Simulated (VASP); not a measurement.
# Eu (Fm-3m) in VASP: single point with PBE

Aim: the single point of Eu with PBE.

All numbers are computed with VASP 6.6.1; they aren't measurements. Logs are shortened: lines on timing, memory, paths and dates and some standing lists are left out, and cuts for length are marked.

### 1 The cell of the first run

The structure is cubic, space group Fm-3m (No. 225). The conventional cell has a = 5.579 Å, b = 5.579 Å, c = 5.579 Å, α = 90.00°, β = 90.00°, γ = 90.00°. Eu (site symmetry m-3m) has 12 Eu at 3.94 Å within 5.2 Å.

This isn't the form of Eu at room conditions, which is bcc.

### 2 Single point, PBE, collinear spin, ferromagnetic start

File INCAR:

```
  PREC = Accurate
  ENCUT = 520
  EDIFF = 1E-6
  ISMEAR = -1
  SIGMA = 0.08
  LREAL = False
  LASPH = True
  NELM = 150
  ALGO = Normal
  ISIF = 2
  LWAVE = False
  LCHARG = False
  ISPIN = 2
  MAGMOM = 7
  LORBIT = 11
  LMAXMIX = 6
  GGA = PE
  NBANDS = 18
```

File KPOINTS:

```
Automatic mesh
0
Gamma
  9 9 9
```

File POSCAR:

```
Eu
1.0
    0.0000000000      2.7893026914      2.7893026914
    2.7893026914      0.0000000000      2.7893026914
    2.7893026914      2.7893026914      0.0000000000
Eu
1
Direct
    0.0000000000      0.0000000000      0.0000000000
```

Potentials or basis: VASP PAW PBE potentials, release 64 (Eu).

Launch:

```console
cat potpaw_PBE.64/Eu/POTCAR > POTCAR
mpirun -np 1 vasp_std > vasp.out
```

OUTCAR:

```text
PREC = Accurate
   ENCUT = 520
   EDIFF = 1E-6
   ISMEAR = -1
   LREAL = False
   LASPH = True
   NELM = 150
   ISIF = 2
   ISPIN = 2
   LORBIT = 11
   GGA = PE

 ion  position               nearest neighbor table
   1  0.000  0.000  0.000-

  LATTYP: Found a face centered cubic cell.
 ALAT       =     5.5786053828

  Lattice vectors:

 A1 = (   0.0000000000,   2.7893026914,   2.7893026914)
 A2 = (   2.7893026914,   0.0000000000,   2.7893026914)
 A3 = (   2.7893026914,   2.7893026914,   0.0000000000)

Analysis of symmetry for initial positions (statically):
=====================================================================
 Subroutine PRICEL returns:
 Original cell was already a primitive cell.

 Routine SETGRP: Setting up the symmetry group for a
 face centered cubic supercell.

 Subroutine GETGRP returns: Found 48 space group operations
 (whereof 48 operations were pure point group operations)
 out of a pool of 48 trial point group operations.

The static configuration has the point symmetry O_h .

Analysis of symmetry for dynamics (positions and initial velocities):
=====================================================================
 Subroutine PRICEL returns:
 Original cell was already a primitive cell.

 Routine SETGRP: Setting up the symmetry group for a
 face centered cubic supercell.

 Subroutine GETGRP returns: Found 48 space group operations
 (whereof 48 operations were pure point group operations)
 out of a pool of 48 trial point group operations.

The dynamic configuration has the point symmetry O_h .

Analysis of structural, dynamic, and magnetic symmetry:
=====================================================================
 Subroutine PRICEL returns:
 Original cell was already a primitive cell.

 Routine SETGRP: Setting up the symmetry group for a
 face centered cubic supercell.

 Subroutine GETGRP returns: Found 48 space group operations
 (whereof 48 operations were pure point group operations)
 out of a pool of 48 trial point group operations.

The overall configuration has the point symmetry O_h .

 Subroutine INISYM returns: Found 48 space group operations
 (whereof 48 operations are pure point group operations),
 and found     1 'primitive' translations

----------------------------------------------------------------------------------------

                                     Primitive cell

[... 94 lines left out ...]
   ISIF   =      2    stress and relaxation
   ISYM   =      2    0-nonsym 1-usesym 2-fastsym
   POTIM  = 0.5000    time-step for ionic-motion
   TEBEG  =    0.0;   TEEND  =   0.0 temperature during run
   PSTRESS=    0.0 pullay stress
   NELECT =      17.0000    total number of electrons
   NUPDOWN=      -1.0000    fix difference up-down
   EMIN   =  10.00;   EMAX   =-10.00  energy-range for DOS
   EFERMI =   0.00;   METHOD = LEGACY
   ISMEAR =    -1;   SIGMA  =   0.08  broadening in eV -4-tet -1-fermi 0-gaus
   EFERMI_NEDOS =   21; number of points for ismear=-14 and -15
   IALGO  =     38    algorithm
   IMIX   =      4    mixing-type and parameters
     AMIX     =   0.40;   BMIX     =  1.00
     AMIX_MAG =   1.60;   BMIX_MAG =  1.00
  volume/ion in A,a.u.               =      43.40       292.90
  Fermi-wavevector in a.u.,A,eV,Ry     =   1.197803  2.263520 19.520723  1.434733
  Thomas-Fermi vector in A             =   2.333709
   LORBIT       =     11    0 simple, 1 ext, 2 COOP (PROOUT), +10 PAW based schemes
   GGA     = PE    functional components
   LHFCALC =     F    Hartree Fock is set to
   AEXX    =    0.0000 exact exchange contribution
   IVDW    =     0    specifies the selected vdW correction
   LEPSILON=     F    determine dielectric tensor
   LRPA    =     F    only Hartree local field effects (RPA)
 spin polarized calculation
  energy-cutoff  :      520.00
  volume of cell :       43.40
 maximum number of plane-waves:      1211
 NGX is ok and might be reduce to    30
   NGX = 15   NGY = 15   NGZ = 15

 number of electron      17.0000004 magnetization       7.4176938

 Free energy of the ion-electron system (eV)
  ---------------------------------------------------
  ext. energy  EPLUGINS =         0.00000000
  ---------------------------------------------------
  free energy    TOTEN  =       -11.47332636 eV

  energy without entropy =      -11.42425530  energy(sigma->0) =      -11.44879083

 E-fermi :   1.9070     XC(G=0):  -8.6968

 val. band max:        1.9058153314   @ k =  -0.3333   0.3333   0.0000
 cond. band min:       1.9389256174   @ k =  -0.4444   0.2222   0.0000
 fundamental gap:      0.0331102860
 Fermi energy:         1.9070303113

 spin component 1

 k-point     1 :       0.0000    0.0000    0.0000
  band No.  band energies     occupation
      1     -39.7176      1.00000
      2     -18.2898      1.00000
      3     -18.2898      1.00000
      4     -18.2898      1.00000
      5      -2.3995      1.00000
      6       1.3300      0.99926
[... 493 lines left out ...]
     17       6.8868      0.00000
     18       9.2062      0.00000

 [... further k-points ...]

 spin component 2

 k-point     1 :       0.0000    0.0000    0.0000
  band No.  band energies     occupation
      1     -36.5733      1.00000
      2     -15.9373      1.00000
      3     -15.9373      1.00000
      4     -15.9373      1.00000
      5      -1.5264      1.00000
      6       4.8063      0.00000
[... 493 lines left out ...]
     17       8.2949      0.00000
     18      10.4593      0.00000

 [... further k-points ...]
[... 5 lines left out ...]
  --------------------------------------------------------------------------------------
  -------------------------------------------------------------------------------------
  Total       -0.2142628     -0.2142628     -0.2142628     -0.0000000     -0.0000000      0.0000000
  in kB       -7.9093437     -7.9093437     -7.9093437     -0.0000000     -0.0000000      0.0000000
  external PRESSURE =      -7.9093437 kB  Pullay stress =       0.0000000 kB

 VOLUME and BASIS-vectors are now :
 -----------------------------------------------------------------------------
  energy-cutoff  :      520.00
  volume of cell :       43.40
      direct lattice vectors                 reciprocal lattice vectors
     0.000000000  2.789302691  2.789302691    -0.179256271  0.179256271  0.179256271
     2.789302691  0.000000000  2.789302691     0.179256271 -0.179256271  0.179256271
     2.789302691  2.789302691  0.000000000     0.179256271  0.179256271 -0.179256271

 POSITION                                       TOTAL-FORCE (eV/Angst)
 -----------------------------------------------------------------------------------
      0.00000      0.00000      0.00000         0.000000     -0.000000     -0.000000
 -----------------------------------------------------------------------------------
    total drift:                               -0.000000     -0.000000      0.000000

  FREE ENERGIE OF THE ION-ELECTRON SYSTEM (eV)
  ---------------------------------------------------
  free  energy   TOTEN  =       -11.4733263597 eV

  energy  without entropy=      -11.4242552960  energy(sigma->0) =      -11.44879083

 total charge

# of ion       s       p       d       f       tot
--------------------------------------------------
    1        2.084   5.709   0.299   6.632  14.723

 magnetization (x)

# of ion       s       p       d       f       tot
--------------------------------------------------
    1       -0.002  -0.092   0.167   6.630   6.703
```

stdout:

```text
POSCAR found type information on POSCAR Eu
 POSCAR found :  1 types and       1 ions
 scaLAPACK will be used
 LDA part: xc-table for (Slater+PW92), standard interpolation
 POSCAR, INCAR and KPOINTS ok, starting setup
 FFT: planning ... GRIDC
 FFT: planning ... GRID_SOFT
 FFT: planning ... GRID
 WAVECAR not read
 entering main loop
```

It took 52 s on 1 thread of Intel Xeon Platinum 8488C (Sapphire Rapids), shared host; peak memory 0.22 GiB.

Results:

```
Free energy                                           : -11.4733 eV
Pressure                                              : -0.8 GPa
Net moment                                            : 7.42 μB per cell
Site moments                                          : Eu +6.70 μB
Valence electrons inside the program's atomic spheres : Eu 14.72
```

Caveat: spin-orbit coupling is left out, which moves the levels of the heavy elements; semilocal functionals describe open f shells poorly, which spoils levels, moments and volumes.
